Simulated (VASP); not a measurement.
# C (P6_3/mmc) in VASP: notebook

The runs below take C through single point, with RPBE.

Everything below comes from runs of VASP 6.6.1. Logs are shortened: lines on timing, memory, paths and dates and some standing lists are left out, and cuts for length are marked.

## (1) The cell of the first run

It takes space group P6_3/mmc (No. 194, hexagonal). The conventional cell has a = 2.477 Å, b = 2.477 Å, c = 9.655 Å, α = 90.00°, β = 90.00°, γ = 120.00°. Within 1.9 Å of C (site symmetry -6m2) lie 3 C at 1.43 Å. Within 1.9 Å of C (site symmetry -6m2) lie 3 C at 1.43 Å.

## (2) Single point, RPBE

INCAR reads:

```
SYSTEM = C
PREC     = Accurate       ! precision mode
ENCUT    = 520            ! plane-wave cutoff, eV
EDIFF    = 1E-7           ! SCF threshold, eV
ISMEAR   = -1             ! smearing method
SIGMA    = 0.05           ! smearing width, eV
LREAL    = .FALSE.        ! projectors in reciprocal space
LASPH    = .TRUE.         ! aspherical terms in the spheres
NELM     = 100            ! most SCF steps
ALGO     = Normal         ! electronic algorithm
ISIF     = 2              ! what is computed and relaxed
LWAVE    = .FALSE.        ! write WAVECAR
LCHARG   = .FALSE.        ! write CHGCAR
GGA      = RP             ! functional
NBANDS   = 16             ! bands
```

KPOINTS reads:

```
Automatic mesh
0
G
  8 8 3
  0 0 0
```

POSCAR reads:

```
C
1.0
    2.4771284981      0.0000000000      0.0000000000
   -1.2385642490      2.1452562078      0.0000000000
    0.0000000000      0.0000000000      9.6545080659
C
4
Direct
    1.0000000000      1.0000000000      0.2500000000
    0.0000000000      0.0000000000      0.7500000000
    0.3333333333      0.6666666667      0.2500000000
    0.6666666667      0.3333333333      0.7500000000
```

Potentials or basis: VASP PAW PBE potentials, release 64 (C).

The run is started by

```sh
$ cat potpaw_PBE.64/C/POTCAR > POTCAR
$ mpirun -np 1 vasp_std > vasp.out
```

OUTCAR:

```text
SYSTEM = C
   PREC = Accurate
   ENCUT = 520
   EDIFF = 1E-7
   ISMEAR = -1
   LREAL = .FALSE.
   LASPH = .TRUE.
   NELM = 100
   ISIF = 2
   GGA = RP

 ion  position               nearest neighbor table
   1  0.000  0.000  0.250-   3 1.43   3 1.43   3 1.43
   2  0.000  0.000  0.750-   4 1.43   4 1.43   4 1.43
   3  0.333  0.667  0.250-   1 1.43   1 1.43   1 1.43
   4  0.667  0.333  0.750-   2 1.43   2 1.43   2 1.43

  LATTYP: Found a hexagonal cell.
 ALAT       =     2.4771284981
 C/A-ratio  =     3.8974595276

  Lattice vectors:

 A1 = (   2.4771284981,   0.0000000000,   0.0000000000)
 A2 = (  -1.2385642490,   2.1452562078,   0.0000000000)
 A3 = (   0.0000000000,   0.0000000000,   9.6545080659)

Analysis of symmetry for initial positions (statically):
=====================================================================
 Subroutine PRICEL returns:
 Original cell was already a primitive cell.

 Routine SETGRP: Setting up the symmetry group for a
 hexagonal supercell.

 Subroutine GETGRP returns: Found 24 space group operations
 (whereof 12 operations were pure point group operations)
 out of a pool of 24 trial point group operations.

The static configuration has the point symmetry D_3d.
 The point group associated with its full space group is D_6h.

Analysis of symmetry for dynamics (positions and initial velocities):
=====================================================================
 Subroutine PRICEL returns:
 Original cell was already a primitive cell.

 Routine SETGRP: Setting up the symmetry group for a
 hexagonal supercell.

 Subroutine GETGRP returns: Found 24 space group operations
 (whereof 12 operations were pure point group operations)
 out of a pool of 24 trial point group operations.

The dynamic configuration has the point symmetry D_3d.
 The point group associated with its full space group is D_6h.

 Subroutine INISYM returns: Found 24 space group operations
 (whereof 12 operations are pure point group operations),
 and found     1 'primitive' translations

----------------------------------------------------------------------------------------

                                     Primitive cell

  volume of cell :      51.3048

  direct lattice vectors                    reciprocal lattice vectors
     2.477128498  0.000000000  0.000000000     0.403693228  0.233072394  0.000000000
    -1.238564249  2.145256208  0.000000000     0.000000000  0.466144788  0.000000000
     0.000000000  0.000000000  9.654508066     0.000000000  0.000000000  0.103578556

  length of vectors
     2.477128498  2.477128498  9.654508066     0.466144788  0.466144788  0.103578556

  position of ions in fractional coordinates (direct lattice)
     0.000000000  0.000000000  0.250000000
     0.000000000  0.000000000  0.750000000
     0.333333333  0.666666667  0.250000000
     0.666666667  0.333333333  0.750000000

  ion indices of the primitive-cell ions
   primitive index   ion index
                 1           1
                 2           2
                 3           3
                 4           4

----------------------------------------------------------------------------------------

 KPOINTS: Automatic mesh

Automatic generation of k-mesh.
 Grid dimensions read from file:
 generate k-points for:    8    8    3

 Generating k-lattice:

  Cartesian coordinates                     Fractional coordinates (reciprocal lattice)
     0.050461654  0.029134049  0.000000000     0.125000000  0.000000000  0.000000000
     0.000000000  0.058268098  0.000000000     0.000000000  0.125000000  0.000000000
     0.000000000  0.000000000  0.034526185     0.000000000  0.000000000  0.333333333

  Length of vectors
     0.058268098  0.058268098  0.034526185

  Shift w.r.t. Gamma in fractional coordinates (k-lattice)
     0.000000000  0.000000000  0.000000000

 Subroutine IBZKPT returns following result:
 ===========================================

 Found     20 irreducible k-points:

 Following reciprocal coordinates:
            Coordinates               Weight
  0.000000  0.000000  0.000000      1.000000
  0.125000  0.000000  0.000000      6.000000
  0.250000  0.000000  0.000000      6.000000
  0.375000 -0.000000  0.000000      6.000000
  0.500000  0.000000  0.000000      3.000000
  0.125000  0.125000  0.000000      6.000000
[... 12 lines left out ...]
  0.250000  0.250000  0.333333     12.000000
  0.375000  0.250000  0.333333     12.000000
   k-points           NKPTS =     20   k-points in BZ     NKDIM =     20   number of bands    NBANDS=     16
   number of dos      NEDOS =    301   number of ions     NIONS =      4
   total plane-waves  NPLWV =  23328
   dimension x,y,z NGX =    18 NGY =   18 NGZ =   72
   dimension x,y,z NGXF=    36 NGYF=   36 NGZF=  144
   ions per type =               4
   NGX,Y,Z   is equivalent  to a cutoff of  12.08, 12.08, 12.40 a.u.
   NGXF,Y,Z  is equivalent  to a cutoff of  24.16, 24.16, 24.80 a.u.
 SYSTEM =  C
   PREC   = accura    normal or accurate (medium, high low for compatibility)
   ISTART =      0    job   : 0-new  1-cont  2-samecut
   ICHARG =      2    charge: 1-file 2-atom 10-const
   ISPIN  =      1    spin polarized calculation?
   LNONCOLLINEAR =      F non collinear calculations
   LSORBIT =      F    spin-orbit coupling
   LASPH  =      T    aspherical Exc in radial PAW
   ENCUT  =  520.0 eV  38.22 Ry    6.18 a.u.   4.61  4.61 17.95*2*pi/ulx,y,z
   NELM   =    100;   NELMIN=  2; NELMDL= -5     # of ELM steps
   EDIFF  = 0.1E-06   stopping-criterion for ELM
   LREAL  =      F    real-space projection
   EDIFFG = 0.1E-05   stopping-criterion for IOM
   NSW    =      0    number of steps for IOM
   IBRION =     -1    ionic relax: 0-MD 1-quasi-New 2-CG
   NFREE  =      0    steps in history (QN), initial steepest desc. (CG)
   ISIF   =      2    stress and relaxation
   ISYM   =      2    0-nonsym 1-usesym 2-fastsym
   POTIM  = 0.5000    time-step for ionic-motion
   TEBEG  =    0.0;   TEEND  =   0.0 temperature during run
   PSTRESS=    0.0 pullay stress
   NELECT =      16.0000    total number of electrons
   NUPDOWN=      -1.0000    fix difference up-down
   EMIN   =  10.00;   EMAX   =-10.00  energy-range for DOS
   EFERMI =   0.00;   METHOD = LEGACY
   ISMEAR =    -1;   SIGMA  =   0.05  broadening in eV -4-tet -1-fermi 0-gaus
   EFERMI_NEDOS =   21; number of points for ismear=-14 and -15
   IALGO  =     38    algorithm
   IMIX   =      4    mixing-type and parameters
     AMIX     =   0.40;   BMIX     =  1.00
     AMIX_MAG =   1.60;   BMIX_MAG =  1.00
  volume/ion in A,a.u.               =      12.83        86.56
  Fermi-wavevector in a.u.,A,eV,Ry     =   1.110185  2.097946 16.769341  1.232512
  Thomas-Fermi vector in A             =   2.246734
   LORBIT       =      0    0 simple, 1 ext, 2 COOP (PROOUT), +10 PAW based schemes
   GGA     = RP    functional components
   LHFCALC =     F    Hartree Fock is set to
   AEXX    =    0.0000 exact exchange contribution
   IVDW    =     0    specifies the selected vdW correction
   LEPSILON=     F    determine dielectric tensor
   LRPA    =     F    only Hartree local field effects (RPA)
 non-spin polarized calculation
  energy-cutoff  :      520.00
  volume of cell :       51.30
 maximum number of plane-waves:      1402
   NGX =  9   NGY =  9   NGZ = 35

 number of electron      15.9999994 magnetization

 Free energy of the ion-electron system (eV)
  ---------------------------------------------------
  ext. energy  EPLUGINS =         0.00000000
  ---------------------------------------------------
  free energy    TOTEN  =       -35.28778617 eV

  energy without entropy =      -35.28778617  energy(sigma->0) =      -35.28778617

 E-fermi :   1.9872     XC(G=0):  -7.8143

 val. band max:        1.0320584380   @ k =   0.3750   0.2500   0.0000
 cond. band min:       2.9632343324   @ k =   0.3750   0.2500   0.0000
 fundamental gap:      1.9311758943
 Fermi energy:         1.9872371598

 k-point     1 :       0.0000    0.0000    0.0000
  band No.  band energies     occupation
      1     -17.4774      2.00000
      2     -17.4681      2.00000
      3      -5.5945      2.00000
      4      -5.3973      2.00000
      5      -1.0165      2.00000
      6      -1.0165      2.00000
[... 8 lines left out ...]
     15      10.2536      0.00000
     16      13.3456      0.00000

 k-point     2 :       0.1250    0.0000    0.0000
  band No.  band energies     occupation
      1     -17.1106      2.00000
      2     -17.1016      2.00000
      3      -5.1583      2.00000
      4      -4.9656      2.00000
      5      -2.4066      2.00000
      6      -2.4059      2.00000
[... 8 lines left out ...]
     15      11.7409      0.00000
     16      12.1270      0.00000

 k-point     3 :       0.2500    0.0000    0.0000
  band No.  band energies     occupation
      1     -16.0198      2.00000
      2     -16.0116      2.00000
      3      -5.4155      2.00000
      4      -5.4135      2.00000
      5      -3.8791      2.00000
      6      -3.7017      2.00000
[... 8 lines left out ...]
     15      12.0756      0.00000
     16      15.2929      0.00000

 k-point     4 :       0.3750   -0.0000    0.0000
  band No.  band energies     occupation
      1     -14.2445      2.00000
      2     -14.2378      2.00000
      3      -8.6826      2.00000
      4      -8.6792      2.00000
      5      -4.0024      2.00000
      6      -4.0016      2.00000
[... 8 lines left out ...]
     15      14.2040      0.00000
     16      16.4210      0.00000

 k-point     5 :       0.5000    0.0000    0.0000
  band No.  band energies     occupation
      1     -12.2992      2.00000
      2     -12.2963      2.00000
      3     -11.1653      2.00000
      4     -11.1630      2.00000
      5      -4.3606      2.00000
      6      -4.3599      2.00000
[... 8 lines left out ...]
     15      14.2166      0.00000
     16      14.5481      0.00000

 k-point     6 :       0.1250    0.1250    0.0000
  band No.  band energies     occupation
      1     -16.3817      2.00000
      2     -16.3733      2.00000
      3      -4.2990      2.00000
      4      -4.2189      2.00000
      5      -4.2182      2.00000
      6      -4.1161      2.00000
[... 8 lines left out ...]
     15      11.7730      0.00000
     16      12.6694      0.00000
[... 191 lines left out ...]
 k-point    17 :       0.2500    0.1250    0.3333
  band No.  band energies     occupation
      1     -14.9454      2.00000
      2     -14.9417      2.00000
      3      -7.0031      2.00000
      4      -7.0020      2.00000
      5      -4.6087      2.00000
      6      -4.6081      2.00000
[... 8 lines left out ...]
     15      14.3608      0.00000
     16      15.1033      0.00000

 k-point    18 :       0.3750    0.1250    0.3333
  band No.  band energies     occupation
      1     -12.8979      2.00000
      2     -12.8952      2.00000
      3      -9.9796      2.00000
      4      -9.9777      2.00000
      5      -5.3724      2.00000
      6      -5.3717      2.00000
[... 8 lines left out ...]
     15      14.8977      0.00000
     16      15.1111      0.00000

 k-point    19 :       0.2500    0.2500    0.3333
  band No.  band energies     occupation
      1     -13.2179      2.00000
      2     -13.2150      2.00000
      3      -8.5380      2.00000
      4      -8.5372      2.00000
      5      -6.8685      2.00000
      6      -6.8678      2.00000
[... 8 lines left out ...]
     15      14.3529      0.00000
     16      14.4460      0.00000

 k-point    20 :       0.3750    0.2500    0.3333
  band No.  band energies     occupation
      1     -11.3470      2.00000
      2     -11.3458      2.00000
      3     -10.4217      2.00000
      4     -10.4210      2.00000
      5      -7.6515      2.00000
      6      -7.6505      2.00000
[... 8 lines left out ...]
     15      14.2369      0.00000
     16      14.6361      0.00000

------------------------ aborting loop because EDIFF is reached ----------------------------------------

  FORCE on cell =-STRESS in cart. coord.  units (eV):
  Direction    XX          YY          ZZ          XY          YZ          ZX
  --------------------------------------------------------------------------------------
  -------------------------------------------------------------------------------------
  Total        0.1343739      0.1343739     -0.0145808      0.0000000      0.0000000      0.0000000
  in kB        4.1963115      4.1963115     -0.4553369      0.0000000      0.0000000      0.0000000
  external PRESSURE =       2.6457620 kB  Pullay stress =       0.0000000 kB

 VOLUME and BASIS-vectors are now :
 -----------------------------------------------------------------------------
  energy-cutoff  :      520.00
  volume of cell :       51.30
      direct lattice vectors                 reciprocal lattice vectors
     2.477128498  0.000000000  0.000000000     0.403693228  0.233072394  0.000000000
    -1.238564249  2.145256208  0.000000000     0.000000000  0.466144788  0.000000000
     0.000000000  0.000000000  9.654508066     0.000000000  0.000000000  0.103578556

 POSITION                                       TOTAL-FORCE (eV/Angst)
 -----------------------------------------------------------------------------------
      0.00000      0.00000      2.41363         0.000000     -0.000000     -0.000000
      0.00000      0.00000      7.24088        -0.000000      0.000000     -0.000000
     -0.00000      1.43017      2.41363         0.000000      0.000000      0.000000
      1.23856      0.71509      7.24088        -0.000000      0.000000      0.000000
 -----------------------------------------------------------------------------------
    total drift:                                0.000000      0.000000      0.000000

  FREE ENERGIE OF THE ION-ELECTRON SYSTEM (eV)
  ---------------------------------------------------
  free  energy   TOTEN  =       -35.2877861743 eV

  energy  without entropy=      -35.2877861718  energy(sigma->0) =      -35.28778617
```

Wall time 12 s (1 thread of Intel Xeon 6975P-C (Granite Rapids), shared host); peak memory 0.14 GiB.

Results:

```
Free energy            : -35.2878 eV
Pressure               : 0.3 GPa
Band gap on the k mesh : 1.93 eV, direct
```

Levels at points of the mesh, in eV from the valence-band top:
```
           k point  band 5  band 6  band 7  band 8  band 9  band 10  band 11  band 12
(0.00, 0.00, 0.00)   -2.05   -2.05   -2.05   -2.05    3.90     6.21     9.19     9.22
(0.50, 0.00, 0.00)   -5.39   -5.39   -1.38   -1.32    2.64     2.73     8.19     8.21
```

Caveat: the PAW data sets were made with another functional, which shifts forces and pressure a little; this functional lacks dispersion, which binds the layers, so the pressure and a relaxed spacing across them are unreliable. A k mesh can miss the band edges.

## (3) Single point, RPBE (volume scaled by 0.88)

INCAR reads:

```
SYSTEM = C
  PREC = Accurate
  ENCUT = 520
  EDIFF = 1E-6
  ISMEAR = -1
  SIGMA = 0.05
  LREAL = .FALSE.
  LASPH = .TRUE.
  NELM = 60
  ALGO = Normal
  ISIF = 2
  LWAVE = .FALSE.
  LCHARG = .FALSE.
  GGA = RP
  NBANDS = 16
```

KPOINTS reads:

```
regular mesh
0
G
  14 14 3
  0 0 0
```

POSCAR reads:

```
C
1.0
    2.3737925348      0.0000000000      0.0000000000
   -1.1868962674      2.0557646385      0.0000000000
    0.0000000000      0.0000000000      9.2517603314
C
4
Direct
    1.0000000000      1.0000000000      0.2500000000
    0.0000000000      0.0000000000      0.7500000000
    0.3333333333      0.6666666667      0.2500000000
    0.6666666667      0.3333333333      0.7500000000
```

Potentials or basis: VASP PAW PBE potentials, release 64 (C).

The run is started by

```sh
$ cat potpaw_PBE.64/C/POTCAR > POTCAR
$ mpirun -np 1 vasp_std > vasp.out
```

Wall time 20 s (1 thread of Intel Xeon 6975P-C (Granite Rapids), shared host); peak memory 0.15 GiB.

Results (log left out):

```
Free energy            : -34.7537 eV
Pressure               : 30.2 GPa
Band gap on the k mesh : 1.30 eV, direct
```

Stress tensor (GPa, compression positive):
```
45.29  0.00  0.00
 0.00 45.29  0.00
 0.00  0.00  0.03
```

Levels at points of the mesh, in eV from the valence-band top:
```csv
k point,band 5,band 6,band 7,band 8,band 9,band 10,band 11,band 12
"(0.00, 0.00, 0.00)",-2.31,-2.31,-2.31,-2.31,3.26,5.87,9.05,9.74
"(0.50, 0.00, 0.00)",-6.08,-6.08,-1.98,-1.91,2.34,2.46,9.13,9.15
```

Caveat: the PAW data sets were made with another functional, which shifts forces and pressure a little; this functional lacks dispersion, which binds the layers, so the pressure and a relaxed spacing across them are unreliable. A k mesh can miss the band edges.
